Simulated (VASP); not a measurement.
# Si (P6/mmm) in VASP: further runs

Si is run at these levels: LDA; tasks: single point.

Everything below comes from runs of VASP 6.6.1. Logs are shortened: lines on timing, memory, paths and dates and some standing lists are left out, and cuts for length are marked.

### 1 The cell of the first run

It takes space group P6/mmm (No. 191, hexagonal). Conventional cell: a = 2.674 Å, b = 2.674 Å, c = 2.594 Å, α = 90.00°, β = 90.00°, γ = 120.00°. Within 3.4 Å of Si (site symmetry 6/mmm) lie 8 Si at 2.59 to 2.67 Å.

### 2 Single point, LDA (strain +0.025 along x and y, +0.050 along z)

Input file INCAR:

```
SYSTEM = Si
PREC     = Accurate       ! precision mode
ENCUT    = 520            ! plane-wave cutoff, eV
EDIFF    = 1E-6           ! SCF threshold, eV
ISMEAR   = 0              ! smearing method
SIGMA    = 0.15           ! smearing width, eV
LREAL    = .FALSE.        ! projectors in reciprocal space
LASPH    = .TRUE.         ! aspherical terms in the spheres
NELM     = 100            ! most SCF steps
ALGO     = Normal         ! electronic algorithm
ISIF     = 2              ! what is computed and relaxed
LWAVE    = .FALSE.        ! write WAVECAR
LCHARG   = .TRUE.         ! write CHGCAR
GGA      = CA             ! functional
LELF     = .TRUE.         ! ELF
LVHAR    = .TRUE.       
NBANDS   = 8              ! bands
```

Input file KPOINTS:

```
regular mesh
0
G
  24 24 24
  0 0 0
```

Input file POSCAR:

```
Si
1.0
    2.6737037129      0.0000000000      0.0000000000
   -1.3368518564      2.3154953375      0.0000000000
    0.0000000000      0.0000000000      2.5942992663
Si
1
Direct
    0.0000000000      0.0000000000      0.0000000000
```

Potentials or basis: VASP PAW LDA potentials, release 64 (Si).

Run with:

```sh
cat potpaw_LDA.64/Si/POTCAR > POTCAR
mpirun -np 1 vasp_std > vasp.out
```

OUTCAR:

```text
SYSTEM = Si
   PREC = Accurate
   ENCUT = 520
   EDIFF = 1E-6
   ISMEAR = 0
   LREAL = .FALSE.
   LASPH = .TRUE.
   NELM = 100
   ISIF = 2
   GGA = CA

 ion  position               nearest neighbor table
   1  0.000  0.000  0.000-

  LATTYP: Found a hexagonal cell.
 ALAT       =     2.6737037129
 C/A-ratio  =     0.9703017031

  Lattice vectors:

 A1 = (   2.6737037129,   0.0000000000,   0.0000000000)
 A2 = (  -1.3368518564,   2.3154953375,   0.0000000000)
 A3 = (   0.0000000000,   0.0000000000,   2.5942992663)

Analysis of symmetry for initial positions (statically):
=====================================================================
 Subroutine PRICEL returns:
 Original cell was already a primitive cell.

 Routine SETGRP: Setting up the symmetry group for a
 hexagonal supercell.

 Subroutine GETGRP returns: Found 24 space group operations
 (whereof 24 operations were pure point group operations)
 out of a pool of 24 trial point group operations.

The static configuration has the point symmetry D_6h.

Analysis of symmetry for dynamics (positions and initial velocities):
=====================================================================
 Subroutine PRICEL returns:
 Original cell was already a primitive cell.

 Routine SETGRP: Setting up the symmetry group for a
 hexagonal supercell.

 Subroutine GETGRP returns: Found 24 space group operations
 (whereof 24 operations were pure point group operations)
 out of a pool of 24 trial point group operations.

The dynamic configuration has the point symmetry D_6h.

 Subroutine INISYM returns: Found 24 space group operations
 (whereof 24 operations are pure point group operations),
 and found     1 'primitive' translations

----------------------------------------------------------------------------------------

                                     Primitive cell

  volume of cell :      16.0612

  direct lattice vectors                    reciprocal lattice vectors
     2.673703713  0.000000000  0.000000000     0.374013020  0.215936518  0.000000000
    -1.336851856  2.315495337  0.000000000     0.000000000  0.431873035  0.000000000
     0.000000000  0.000000000  2.594299266     0.000000000  0.000000000  0.385460541

  length of vectors
     2.673703713  2.673703713  2.594299266     0.431873035  0.431873035  0.385460541

  position of ions in fractional coordinates (direct lattice)
     0.000000000  0.000000000  0.000000000

  ion indices of the primitive-cell ions
   primitive index   ion index
                 1           1

----------------------------------------------------------------------------------------

 KPOINTS: regular mesh

Automatic generation of k-mesh.
 Grid dimensions read from file:
 generate k-points for:   24   24   24

 Generating k-lattice:

  Cartesian coordinates                     Fractional coordinates (reciprocal lattice)
     0.015583876  0.008997355  0.000000000     0.041666667 -0.000000000  0.000000000
     0.000000000  0.017994710  0.000000000     0.000000000  0.041666667  0.000000000
     0.000000000  0.000000000  0.016060856     0.000000000  0.000000000  0.041666667

  Length of vectors
     0.017994710  0.017994710  0.016060856

  Shift w.r.t. Gamma in fractional coordinates (k-lattice)
     0.000000000  0.000000000  0.000000000

 Subroutine IBZKPT returns following result:
 ===========================================

 Found    793 irreducible k-points:

 Following reciprocal coordinates:
            Coordinates               Weight
  0.000000  0.000000  0.000000      1.000000
  0.041667  0.000000  0.000000      6.000000
  0.083333  0.000000  0.000000      6.000000
  0.125000  0.000000  0.000000      6.000000
  0.166667  0.000000  0.000000      6.000000
  0.208333  0.000000  0.000000      6.000000
[... 16 lines left out ...]
  0.416667  0.041667  0.000000     12.000000
  0.458333  0.041667  0.000000     12.000000
 [... further k-points ...]
   k-points           NKPTS =    793   k-points in BZ     NKDIM =    793   number of bands    NBANDS=      8
   number of dos      NEDOS =    301   number of ions     NIONS =      1
   total plane-waves  NPLWV =   8000
   dimension x,y,z NGX =    20 NGY =   20 NGZ =   20
   dimension x,y,z NGXF=    40 NGYF=   40 NGZF=   40
   ions per type =               1
   NGX,Y,Z   is equivalent  to a cutoff of  12.44, 12.44, 12.82 a.u.
   NGXF,Y,Z  is equivalent  to a cutoff of  24.87, 24.87, 25.63 a.u.
 SYSTEM =  Si
   PREC   = accura    normal or accurate (medium, high low for compatibility)
   ISTART =      0    job   : 0-new  1-cont  2-samecut
   ICHARG =      2    charge: 1-file 2-atom 10-const
   ISPIN  =      1    spin polarized calculation?
   LNONCOLLINEAR =      F non collinear calculations
   LSORBIT =      F    spin-orbit coupling
   LASPH  =      T    aspherical Exc in radial PAW
   ENCUT  =  520.0 eV  38.22 Ry    6.18 a.u.   4.97  4.97  4.82*2*pi/ulx,y,z
   NELM   =    100;   NELMIN=  2; NELMDL= -5     # of ELM steps
   EDIFF  = 0.1E-05   stopping-criterion for ELM
   LREAL  =      F    real-space projection
   EDIFFG = 0.1E-04   stopping-criterion for IOM
   NSW    =      0    number of steps for IOM
   IBRION =     -1    ionic relax: 0-MD 1-quasi-New 2-CG
   NFREE  =      0    steps in history (QN), initial steepest desc. (CG)
   ISIF   =      2    stress and relaxation
   ISYM   =      2    0-nonsym 1-usesym 2-fastsym
   POTIM  = 0.5000    time-step for ionic-motion
   TEBEG  =    0.0;   TEEND  =   0.0 temperature during run
   PSTRESS=    0.0 pullay stress
   NELECT =       4.0000    total number of electrons
   NUPDOWN=      -1.0000    fix difference up-down
   EMIN   =  10.00;   EMAX   =-10.00  energy-range for DOS
   EFERMI =   0.00;   METHOD = LEGACY
   ISMEAR =     0;   SIGMA  =   0.15  broadening in eV -4-tet -1-fermi 0-gaus
   EFERMI_NEDOS =   21; number of points for ismear=-14 and -15
   IALGO  =     38    algorithm
   IMIX   =      4    mixing-type and parameters
     AMIX     =   0.40;   BMIX     =  1.00
     AMIX_MAG =   1.60;   BMIX_MAG =  1.00
  volume/ion in A,a.u.               =      16.06       108.39
  Fermi-wavevector in a.u.,A,eV,Ry     =   1.029996  1.946411 14.434322  1.060893
  Thomas-Fermi vector in A             =   2.164072
   LORBIT       =      0    0 simple, 1 ext, 2 COOP (PROOUT), +10 PAW based schemes
   GGA     = CA    functional components
   LHFCALC =     F    Hartree Fock is set to
   AEXX    =    0.0000 exact exchange contribution
   IVDW    =     0    specifies the selected vdW correction
   LEPSILON=     F    determine dielectric tensor
   LRPA    =     F    only Hartree local field effects (RPA)
 non-spin polarized calculation
 Gauss-broadening in eV      SIGMA  =   0.15
  energy-cutoff  :      520.00
  volume of cell :       16.06
 maximum number of plane-waves:       444
 NGX is ok and might be reduce to    20
   NGX =  9   NGY =  9   NGZ =  9

 number of electron       4.0000000 magnetization

 Free energy of the ion-electron system (eV)
  ---------------------------------------------------
  ext. energy  EPLUGINS =         0.00000000
  ---------------------------------------------------
  free energy    TOTEN  =        -5.68440750 eV

  energy without entropy =       -5.67960698  energy(sigma->0) =       -5.68200724

 E-fermi :   8.5012     XC(G=0): -10.7873

 val. band max:        8.4838623682   @ k =   0.2083   0.2083   0.2500
 cond. band min:       8.5013272442   @ k =   0.2500   0.0417   0.2500
 fundamental gap:      0.0174648760
 Fermi energy:         8.5011877204

 k-point     1 :       0.0000    0.0000    0.0000
  band No.  band energies     occupation
      1      -4.8175      2.00000
      2      14.9783      0.00000
      3      15.6654      0.00000
      4      18.3305      0.00000
      5      18.3305      0.00000
      6      20.7111      0.00000
      7      20.7111      0.00000
      8      26.0694      0.00000

 k-point     2 :       0.0417    0.0000    0.0000
  band No.  band energies     occupation
      1      -4.7709      2.00000
      2      15.0176      0.00000
      3      15.5309      0.00000
      4      17.9955      0.00000
      5      18.0183      0.00000
      6      20.6607      0.00000
      7      21.1039      0.00000
      8      26.5629      0.00000

 k-point     3 :       0.0833    0.0000    0.0000
  band No.  band energies     occupation
      1      -4.6309      2.00000
      2      15.0109      0.00000
      3      15.1351      0.00000
      4      17.3671      0.00000
      5      17.3868      0.00000
      6      20.5184      0.00000
      7      21.9770      0.00000
      8      27.1012      0.00000

 k-point     4 :       0.1250    0.0000    0.0000
  band No.  band energies     occupation
      1      -4.3980      2.00000
      2      13.9774      0.00000
      3      15.3306      0.00000
      4      16.7096      0.00000
      5      16.9260      0.00000
      6      20.3610      0.00000
      7      23.0554      0.00000
      8      27.7684      0.00000

 k-point     5 :       0.1667    0.0000    0.0000
  band No.  band energies     occupation
      1      -4.0724      2.00000
      2      12.6172      0.00000
      3      15.6031      0.00000
      4      16.0679      0.00000
      5      16.6575      0.00000
      6      20.2886      0.00000
      7      24.2552      0.00000
      8      28.5174      0.00000

 k-point     6 :       0.2083    0.0000    0.0000
  band No.  band energies     occupation
      1      -3.6549      2.00000
      2      11.1426      0.00000
      3      15.4872      0.00000
      4      15.9513      0.00000
      5      16.4243      0.00000
      6      20.3665      0.00000
      7      25.5469      0.00000
      8      28.9861      0.00000

 k-point     7 :       0.2500    0.0000    0.0000
  band No.  band energies     occupation
      1      -3.1463      2.00000
      2       9.6538      0.00000
      3      14.9772      0.00000
      4      16.1790      0.00000
      5      16.3729      0.00000
      6      20.6151      0.00000
      7      26.9134      0.00000
      8      27.7836      0.00000
[... 133 lines left out ...]
 k-point    20 :       0.2917    0.0417    0.0000
  band No.  band energies     occupation
      1      -2.1809      2.00000
      2       7.5150      2.00000
      3      13.5234      0.00000
      4      16.6178      0.00000
      5      17.1613      0.00000
      6      21.3589      0.00000
      7      26.0304      0.00000
      8      28.4900      0.00000

 k-point    21 :       0.3333    0.0417    0.0000
  band No.  band energies     occupation
      1      -1.4512      2.00000
      2       6.1426      2.00000
      3      13.2033      0.00000
      4      16.4192      0.00000
      5      17.7398      0.00000
      6      21.9477      0.00000
      7      24.9257      0.00000
      8      28.6226      0.00000

 k-point    22 :       0.3750    0.0417    0.0000
  band No.  band energies     occupation
      1      -0.6388      2.00000
      2       4.8428      2.00000
      3      12.9624      0.00000
      4      16.2540      0.00000
      5      18.3516      0.00000
      6      22.6409      0.00000
      7      23.9100      0.00000
      8      27.7772      0.00000

 k-point    23 :       0.4167    0.0417    0.0000
  band No.  band energies     occupation
      1       0.2442      2.00000
      2       3.6326      2.00000
      3      12.8013      0.00000
      4      16.1370      0.00000
      5      18.9411      0.00000
      6      23.0470      0.00000
      7      23.3911      0.00000
      8      26.8309      0.00000

 k-point    24 :       0.4583    0.0417    0.0000
  band No.  band energies     occupation
      1       1.1225      2.00000
      2       2.5902      2.00000
      3      12.7206      0.00000
      4      16.0766      0.00000
      5      19.3615      0.00000
      6      22.4887      0.00000
      7      24.0457      0.00000
      8      26.0625      0.00000

 [... further k-points ...]
[... 5 lines left out ...]
  --------------------------------------------------------------------------------------
  -------------------------------------------------------------------------------------
  Total       -0.6593882     -0.6593882     -1.3973482     -0.0000000     -0.0000000      0.0000000
  in kB      -65.7770697    -65.7770697   -139.3920382     -0.0000000     -0.0000000      0.0000000
  external PRESSURE =     -90.3153925 kB  Pullay stress =       0.0000000 kB

 VOLUME and BASIS-vectors are now :
 -----------------------------------------------------------------------------
  energy-cutoff  :      520.00
  volume of cell :       16.06
      direct lattice vectors                 reciprocal lattice vectors
     2.673703713  0.000000000  0.000000000     0.374013020  0.215936518  0.000000000
    -1.336851856  2.315495337  0.000000000     0.000000000  0.431873035  0.000000000
     0.000000000  0.000000000  2.594299266     0.000000000  0.000000000  0.385460541

 POSITION                                       TOTAL-FORCE (eV/Angst)
 -----------------------------------------------------------------------------------
      0.00000      0.00000      0.00000         0.000000      0.000000      0.000000
 -----------------------------------------------------------------------------------
    total drift:                               -0.000000     -0.000000      0.000000

  FREE ENERGIE OF THE ION-ELECTRON SYSTEM (eV)
  ---------------------------------------------------
  free  energy   TOTEN  =        -5.6844075043 eV

  energy  without entropy=       -5.6796069827  energy(sigma->0) =       -5.68200724
```

Wall time 22 s (1 thread of Intel Xeon 6975P-C (Granite Rapids), shared host); peak memory 0.18 GiB.

What came out:

* Free energy: -5.6844 eV
* Pressure: -9.0 GPa
* Band gap on the k mesh: zero (band 2 reaches 15.10 eV, above the bottom of band 3 at 4.45 eV)

Stress tensor (GPa, compression positive):
```
 -6.58   0.00   0.00
  0.00  -6.58   0.00
  0.00   0.00 -13.94
```

Caveat: the cell differs from its parent crystal (strain +0.025 along x and y, +0.050 along z).

### 3 Single point, LDA (strain +0.050 along x and y, +0.025 along z)

Input file INCAR:

```
SYSTEM = Si
PREC = Accurate
ENCUT = 520
EDIFF = 1E-7
ISMEAR = 0
SIGMA = 0.15
LREAL = .False.
LASPH = .True.
NELM = 80
ALGO = Normal
ISIF = 2
LWAVE = .False.
LCHARG = .False.
NBANDS = 8
```

Input file KPOINTS:

```
Automatic mesh
0
Gamma
  24 24 24
  0 0 0
```

Input file POSCAR:

```
Si
1.0
    2.7389159986      0.0000000000      0.0000000000
   -1.3694579993      2.3719708336      0.0000000000
    0.0000000000      0.0000000000      2.5325302362
Si
1
Direct
    0.0000000000      0.0000000000      0.0000000000
```

Potentials or basis: VASP PAW LDA potentials, release 64 (Si).

Run with:

```sh
cat potpaw_LDA.64/Si/POTCAR > POTCAR
mpirun -np 1 vasp_std > vasp.out
```

Wall time 27 s (1 thread of Intel Xeon 6975P-C (Granite Rapids), shared host); peak memory 0.18 GiB.

It converged, with:

* Free energy: -5.6706 eV
* Pressure: -10.4 GPa
* Band gap on the k mesh: zero (band 2 reaches 15.83 eV, above the bottom of band 3 at 4.18 eV)

Stress tensor (GPa, compression positive):
```
-10.86   0.00   0.00
  0.00 -10.86   0.00
  0.00   0.00  -9.46
```

Levels at points of the mesh, in eV from the Fermi level:
```csv
k point,band 1,band 2,band 3,band 4,band 5,band 6,band 7
"(0.00, 0.00, 0.00)",-13.12,7.59,7.65,8.74,8.74,11.64,11.64
"(0.50, 0.00, 0.00)",-7.49,-6.10,4.37,6.30,11.63,14.89,15.61
"(0.00, 0.00, 0.50)",-8.58,-6.43,11.89,11.89,14.27,14.27,15.38
"(0.50, 0.00, 0.50)",-2.49,-2.24,-2.04,1.93,7.66,11.35,11.76
```

Caveat: the cell differs from its parent crystal (strain +0.050 along x and y, +0.025 along z).

### 4 Single point, LDA (strain +0.050 along x and y, +0.050 along z)

Input file INCAR:

```
  ALGO = Normal
  EDIFF = 1E-6
  ENCUT = 520
  ISIF = 2
  ISMEAR = 0
  LASPH = T
  LCHARG = F
  LREAL = F
  LWAVE = F
  NBANDS = 8
  NELM = 60
  PREC = Accurate
  SIGMA = 0.15
```

Input file KPOINTS:

```
k-points
0
Gamma
  24 24 24
```

Changes to POSCAR since step 3:

```diff
@@ -4,3 +4,3 @@
    -1.3694579993      2.3719708336      0.0000000000
-    0.0000000000      0.0000000000      2.5325302362
+    0.0000000000      0.0000000000      2.5942992663
 Si
```

Run with:

```sh
cat potpaw_LDA.64/Si/POTCAR > POTCAR
mpirun -np 1 vasp_std > vasp.out
```

Run time: 21 s. Hardware: 1 thread of Intel Xeon 6975P-C (Granite Rapids), shared host; peak memory 0.18 GiB.

The run converged. Its results:

| Item | Value |
| --- | --- |
| Free energy | -5.6410 eV |
| Pressure | -12.0 GPa |
| Band gap on the k mesh | zero (band 2 reaches 14.81 eV, above the bottom of band 3 at 4.05 eV) |

Stress tensor (GPa, compression positive):
```
-10.86   0.00   0.00
  0.00 -10.86   0.00
  0.00   0.00 -14.18
```

Levels at points of the mesh, in eV from the Fermi level:
```
           k point  band 1  band 2  band 3  band 4  band 5  band 6
(0.00, 0.00, 0.00)  -12.92    6.83    7.38    8.93    8.93   11.79
(0.50, 0.00, 0.00)   -7.26   -5.93    4.55    6.48   10.83   14.18
(0.00, 0.00, 0.50)   -8.77   -6.28   11.74   11.74   14.16   14.16
(0.50, 0.00, 0.50)   -2.65   -2.47   -1.83    2.03    7.51   11.13
```

Caveat: the cell differs from its parent crystal (strain +0.050 along x and y, +0.050 along z).

### 5 Overview

```csv
cell,gap on the mesh (eV),pressure (GPa)
"a = 2.674, b = 2.674, c = 2.594 Å, angles 90.0, 90.0, 120.0°, 1 atom",none,-9.0
"a = 2.739, b = 2.739, c = 2.533 Å, angles 90.0, 90.0, 120.0°, 1 atom",none,-10.4
"a = 2.739, b = 2.739, c = 2.594 Å, angles 90.0, 90.0, 120.0°, 1 atom",none,-12.0
```

Alike in all rows: task single point; level LDA; potentials or basis VASP PAW LDA potentials, release 64 (Si); no spin polarisation; k mesh 24 × 24 × 24; cutoff (eV) 520; smearing gaussian 0.15 eV.

Total energies depend on the potentials used, so only differences within one code and one set of settings carry meaning.
